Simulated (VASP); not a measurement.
# Tb2As2Ir (P-6m2) in VASP: relaxation of cell and atoms with PBE

Aim: the relaxation of cell and atoms of Tb2As2Ir with PBE.

Program: VASP 6.6.1. These are calculated values, not measurements. Logs are shortened: lines on timing, memory, paths and dates and some standing lists are left out, and cuts for length are marked.

### 1 The cell of the first run

It takes space group P-6m2 (No. 187, hexagonal). The conventional cell has a = 4.424 Å, b = 4.424 Å, c = 7.710 Å, α = 90.00°, β = 90.00°, γ = 120.00°. Within 3.4 Å of Tb (site symmetry -6m2) lie 3 Tb at 2.55 Å. Tb (site symmetry -6m2) has 3 Tb at 2.55 Å and 2 As at 2.69 Å within 3.4 Å. As (site symmetry 3m) has 1 As at 2.34 Å and 1 Tb at 2.69 Å and 3 Ir at 2.81 Å within 3.1 Å. Ir (site symmetry -6m2) has 6 As at 2.81 Å within 3.7 Å.

The cell was generated, and may not be a known phase.

### 2 Relaxation of cell and atoms, PBE

Contents of INCAR:

```
  ALGO = Normal
  EDIFF = 1E-7
  EDIFFG = -0.01
  ENCUT = 500
  GGA = PE
  GGA_COMPAT = F
  IBRION = 2
  ISIF = 3
  ISMEAR = 0
  LASPH = T
  LCHARG = F
  LMAXMIX = 6
  LREAL = F
  LWAVE = F
  NELM = 200
  NELMIN = 4
  NSW = 100
  PREC = Accurate
  SIGMA = 0.1
```

Contents of KPOINTS:

```
k-points
0
Gamma
  12 12 6
```

Contents of POSCAR:

```
Tb2As2Ir
1.0
    4.4237840689      0.0000000000      0.0000000000
   -2.2118920344      3.8311093845      0.0000000000
    0.0000000000      0.0000000000      7.7097384701
Tb As Ir
2 2 1
Direct
    0.0000000000      0.0000000000      0.5000000000
    0.3333333333      0.6666666667      0.5000000000
    0.3333333333      0.6666666667      0.8482814523
    0.3333333333      0.6666666667      0.1517185477
    0.6666666667      0.3333333333      0.0000000000
```

Potentials or basis: VASP PAW PBE potentials, release 64 (Tb_3, As, Ir), 4f in core.

Started as:

```bash
$ cat potpaw_PBE.64/Tb_3/POTCAR potpaw_PBE.64/As/POTCAR potpaw_PBE.64/Ir/POTCAR > POTCAR
$ mpirun -np 1 vasp_std > vasp.out
```

OUTCAR:

```text
EDIFF = 1E-7
   EDIFFG = -0.01
   ENCUT = 500
   GGA = PE
   IBRION = 2
   ISIF = 3
   ISMEAR = 0
   LASPH = T
   LREAL = F
   NELM = 200
   NELMIN = 4
   NSW = 100
   PREC = Accurate

 ion  position               nearest neighbor table
   1  0.000  0.000  0.500-   2 2.55   2 2.55   2 2.55
   2  0.333  0.667  0.500-   1 2.55   1 2.55   1 2.55   4 2.69   3 2.69
   3  0.333  0.667  0.848-   4 2.34   2 2.69   5 2.81   5 2.81   5 2.81
   4  0.333  0.667  0.152-   3 2.34   2 2.69   5 2.81   5 2.81   5 2.81
   5  0.667  0.333  0.000-   3 2.81   4 2.81   3 2.81   4 2.81   3 2.81   4 2.81

  LATTYP: Found a hexagonal cell.
 ALAT       =     4.4237840689
 C/A-ratio  =     1.7427926748

  Lattice vectors:

 A1 = (   4.4237840689,   0.0000000000,   0.0000000000)
 A2 = (  -2.2118920344,   3.8311093845,   0.0000000000)
 A3 = (   0.0000000000,   0.0000000000,   7.7097384701)

Analysis of symmetry for initial positions (statically):
=====================================================================
 Subroutine PRICEL returns:
 Original cell was already a primitive cell.

 Routine SETGRP: Setting up the symmetry group for a
 hexagonal supercell.

 Subroutine GETGRP returns: Found 12 space group operations
 (whereof 12 operations were pure point group operations)
 out of a pool of 24 trial point group operations.

The static configuration has the point symmetry D_3h.

Analysis of symmetry for dynamics (positions and initial velocities):
=====================================================================
 Subroutine PRICEL returns:
 Original cell was already a primitive cell.

 Routine SETGRP: Setting up the symmetry group for a
 hexagonal supercell.

 Subroutine GETGRP returns: Found 12 space group operations
 (whereof 12 operations were pure point group operations)
 out of a pool of 24 trial point group operations.

The dynamic configuration has the point symmetry D_3h.

 Subroutine INISYM returns: Found 12 space group operations
 (whereof 12 operations are pure point group operations),
 and found     1 'primitive' translations

----------------------------------------------------------------------------------------

                                     Primitive cell

  volume of cell :     130.6647

  direct lattice vectors                    reciprocal lattice vectors
     4.423784069  0.000000000  0.000000000     0.226050816  0.130510500  0.000000000
    -2.211892034  3.831109384  0.000000000     0.000000000  0.261020999  0.000000000
     0.000000000  0.000000000  7.709738470     0.000000000  0.000000000  0.129706086

  length of vectors
     4.423784069  4.423784069  7.709738470     0.261020999  0.261020999  0.129706086

  position of ions in fractional coordinates (direct lattice)
     0.000000000  0.000000000  0.500000000
     0.333333333  0.666666667  0.500000000
     0.333333333  0.666666667  0.848281452
     0.333333333  0.666666667  0.151718548
     0.666666667  0.333333333  0.000000000

  ion indices of the primitive-cell ions
   primitive index   ion index
                 1           1
                 2           2
                 3           3
                 4           4
                 5           5

----------------------------------------------------------------------------------------

 KPOINTS: k-points

Automatic generation of k-mesh.
 Grid dimensions read from file:
 generate k-points for:   12   12    6

 Generating k-lattice:

  Cartesian coordinates                     Fractional coordinates (reciprocal lattice)
     0.018837568  0.010875875  0.000000000     0.083333333  0.000000000  0.000000000
     0.000000000  0.021751750  0.000000000     0.000000000  0.083333333  0.000000000
     0.000000000  0.000000000  0.021617681     0.000000000  0.000000000  0.166666667

  Length of vectors
     0.021751750  0.021751750  0.021617681

  Shift w.r.t. Gamma in fractional coordinates (k-lattice)
     0.000000000  0.000000000  0.000000000

 Subroutine IBZKPT returns following result:
 ===========================================

 Found     76 irreducible k-points:

 Following reciprocal coordinates:
            Coordinates               Weight
  0.000000  0.000000  0.000000      1.000000
  0.083333  0.000000  0.000000      6.000000
  0.166667  0.000000  0.000000      6.000000
  0.250000  0.000000  0.000000      6.000000
  0.333333 -0.000000  0.000000      6.000000
  0.416667  0.000000  0.000000      6.000000
[... 16 lines left out ...]
  0.250000  0.000000  0.166667     12.000000
  0.333333 -0.000000  0.166667     12.000000
 [... further k-points ...]
   k-points           NKPTS =     76   k-points in BZ     NKDIM =     76   number of bands    NBANDS=     22
   number of dos      NEDOS =    301   number of ions     NIONS =      5
   total plane-waves  NPLWV =  57344
   dimension x,y,z NGX =    32 NGY =   32 NGZ =   56
   dimension x,y,z NGXF=    64 NGYF=   64 NGZF=  112
   ions per type =               2   2   1
   NGX,Y,Z   is equivalent  to a cutoff of  12.03, 12.03, 12.08 a.u.
   NGXF,Y,Z  is equivalent  to a cutoff of  24.05, 24.05, 24.15 a.u.
 SYSTEM =  unknown system
   PREC   = accura    normal or accurate (medium, high low for compatibility)
   ISTART =      0    job   : 0-new  1-cont  2-samecut
   ICHARG =      2    charge: 1-file 2-atom 10-const
   ISPIN  =      1    spin polarized calculation?
   LNONCOLLINEAR =      F non collinear calculations
   LSORBIT =      F    spin-orbit coupling
   LASPH  =      T    aspherical Exc in radial PAW
   ENCUT  =  500.0 eV  36.75 Ry    6.06 a.u.   8.07  8.07 14.06*2*pi/ulx,y,z
   NELM   =    200;   NELMIN=  4; NELMDL= -5     # of ELM steps
   EDIFF  = 0.1E-06   stopping-criterion for ELM
   LREAL  =      F    real-space projection
   EDIFFG = -.1E-01   stopping-criterion for IOM
   NSW    =    100    number of steps for IOM
   IBRION =      2    ionic relax: 0-MD 1-quasi-New 2-CG
   NFREE  =      1    steps in history (QN), initial steepest desc. (CG)
   ISIF   =      3    stress and relaxation
   ISYM   =      2    0-nonsym 1-usesym 2-fastsym
   POTIM  = 0.5000    time-step for ionic-motion
   TEBEG  =    0.0;   TEEND  =   0.0 temperature during run
   PSTRESS=    0.0 pullay stress
   NELECT =      37.0000    total number of electrons
   NUPDOWN=      -1.0000    fix difference up-down
   EMIN   =  10.00;   EMAX   =-10.00  energy-range for DOS
   EFERMI =   0.00;   METHOD = LEGACY
   ISMEAR =     0;   SIGMA  =   0.10  broadening in eV -4-tet -1-fermi 0-gaus
   EFERMI_NEDOS =   21; number of points for ismear=-14 and -15
   IALGO  =     38    algorithm
   IMIX   =      4    mixing-type and parameters
     AMIX     =   0.40;   BMIX     =  1.00
     AMIX_MAG =   1.60;   BMIX_MAG =  1.00
  volume/ion in A,a.u.               =      26.13       176.35
  Fermi-wavevector in a.u.,A,eV,Ry     =   1.075035  2.031522 15.724263  1.155701
  Thomas-Fermi vector in A             =   2.210880
   LORBIT       =      0    0 simple, 1 ext, 2 COOP (PROOUT), +10 PAW based schemes
   GGA     = PE    functional components
   LHFCALC =     F    Hartree Fock is set to
   AEXX    =    0.0000 exact exchange contribution
   IVDW    =     0    specifies the selected vdW correction
   LEPSILON=     F    determine dielectric tensor
   LRPA    =     F    only Hartree local field effects (RPA)
 conjugate gradient relaxation of ions
 non-spin polarized calculation
 Gauss-broadening in eV      SIGMA  =   0.10
  energy-cutoff  :      500.00
  volume of cell :      130.66
 maximum number of plane-waves:      3336
   NGX = 17   NGY = 17   NGZ = 29

--------------------------------------- Ionic step        1  -------------------------------------------

 number of electron      36.9999996 magnetization

 Free energy of the ion-electron system (eV)
  ---------------------------------------------------
  ext. energy  EPLUGINS =         0.00000000
  ---------------------------------------------------
  free energy    TOTEN  =       -21.02977747 eV

  energy without entropy =      -20.99946127  energy(sigma->0) =      -21.01461937

------------------------ aborting loop because EDIFF is reached ----------------------------------------

  FORCE on cell =-STRESS in cart. coord.  units (eV):
  Direction    XX          YY          ZZ          XY          YZ          ZX
  --------------------------------------------------------------------------------------
  -------------------------------------------------------------------------------------
  Total        0.6267239      0.6267239     -0.3668477      0.0000000      0.0000000      0.0000000
  in kB        7.6847318      7.6847318     -4.4981948      0.0000000      0.0000000      0.0000000
  external PRESSURE =       3.6237563 kB  Pullay stress =       0.0000000 kB
[... 180 lines left out ...]
  energy  without entropy=      -21.0068329170  energy(sigma->0) =      -21.02204745

--------------------------------------- Ionic step        6  -------------------------------------------

 number of electron      36.9999997 magnetization

 Free energy of the ion-electron system (eV)
  ---------------------------------------------------
  ext. energy  EPLUGINS =         0.00000000
  ---------------------------------------------------
  free energy    TOTEN  =       -21.03731828 eV

  energy without entropy =      -21.00689625  energy(sigma->0) =      -21.02210727

 E-fermi :   3.5464     XC(G=0):  -9.7570

 val. band max:        3.5373285636   @ k =   0.2500   0.0000   0.3333
 cond. band min:       3.5592475408   @ k =   0.1667   0.0000   0.1667
 fundamental gap:      0.0219189773
 Fermi energy:         3.5463887783

 k-point     1 :       0.0000    0.0000    0.0000
  band No.  band energies     occupation
      1     -21.0200      2.00000
      2     -21.0200      2.00000
      3     -19.7903      2.00000
      4     -18.4767      2.00000
      5     -17.9637      2.00000
      6     -17.9637      2.00000
[... 574 lines left out ...]
      6     -17.6384      2.00000
[... 14 lines left out ...]
     21       3.7690      0.00164
     22       4.4744      0.00000

 [... further k-points ...]

------------------------ aborting loop because EDIFF is reached ----------------------------------------

  FORCE on cell =-STRESS in cart. coord.  units (eV):
  Direction    XX          YY          ZZ          XY          YZ          ZX
  --------------------------------------------------------------------------------------
  -------------------------------------------------------------------------------------
  Total       -0.0129755     -0.0129755     -0.0362064     -0.0000000      0.0000000     -0.0000000
  in kB       -0.1570806     -0.1570806     -0.4383135     -0.0000000      0.0000000     -0.0000000
  external PRESSURE =      -0.2508249 kB  Pullay stress =       0.0000000 kB
[... 20 lines left out ...]
  FREE ENERGIE OF THE ION-ELECTRON SYSTEM (eV)
  ---------------------------------------------------
  free  energy   TOTEN  =       -21.0373182835 eV

  energy  without entropy=      -21.0068962520  energy(sigma->0) =      -21.02210727

 reached required accuracy - stopping structural energy minimisation
```

Wall time 6.8 min (1 thread of Intel Xeon 6975P-C (Granite Rapids), shared host); peak memory 0.4 GiB.

What came out:

- Free energy: -21.0373 eV
- Relaxed volume: 26.47 Å³/atom
- Relaxed cell: a = 4.465 Å, b = 4.465 Å, c = 7.667 Å, α = 90.00°, β = 90.00°, γ = 120.00°
- Space group after relaxing (to 0.1 Å): P-6m2 (No. 187)
- Energy gained by relaxing: 1.5 meV/atom
- Ionic steps: 6
- Pressure after relaxing: 0.0 GPa
- Largest force after relaxing: 0.006 eV/Å
- Band gap on the k mesh: zero (an odd number of electrons rules out a gap without spin polarisation)

Forces on the atoms (eV/Å):
```
Tb   0.000  0.000  0.000
Tb   0.000  0.000  0.000
As   0.000  0.000 -0.006
As   0.000  0.000  0.006
Ir   0.000  0.000  0.000
```

Step by step:
```csv
step,energy change (eV),largest force (eV/Å),pressure (GPa),volume (Å³)
1,0.0000,0.1722,0.36,130.66
2,-0.0065,0.0805,0.03,131.78
3,-0.0066,0.1135,-0.01,131.93
4,-0.0075,0.0020,0.10,132.08
5,-0.0075,0.0123,0.08,132.07
6,-0.0075,0.0057,-0.03,132.35
```

Final structure:
```cif
data_structure
_symmetry_space_group_name_H-M 'P 1'
_symmetry_Int_Tables_number 1
_cell_length_a 4.4646
_cell_length_b 4.4646
_cell_length_c 7.6667
_cell_angle_alpha 90.000
_cell_angle_beta 90.000
_cell_angle_gamma 120.000
_cell_volume 132.35
loop_
_atom_site_label
_atom_site_type_symbol
_atom_site_fract_x
_atom_site_fract_y
_atom_site_fract_z
_atom_site_occupancy
Tb1 Tb 0.00000 0.00000 0.50000 1
Tb2 Tb 0.33333 0.66667 0.50000 1
As1 As 0.33333 0.66667 0.84770 1
As2 As 0.33333 0.66667 0.15230 1
Ir1 Ir 0.66667 0.33333 0.00000 1
```

Caveat: spin-orbit coupling is left out, which moves the levels of the heavy elements; the 4f electrons are frozen in the core, so they carry no moment and show no levels. Spin polarisation is off, so any magnetic state and its effect on volume and gap are missing.

The gap in the log of VASP goes by the Fermi energy; the results here count the filled bands.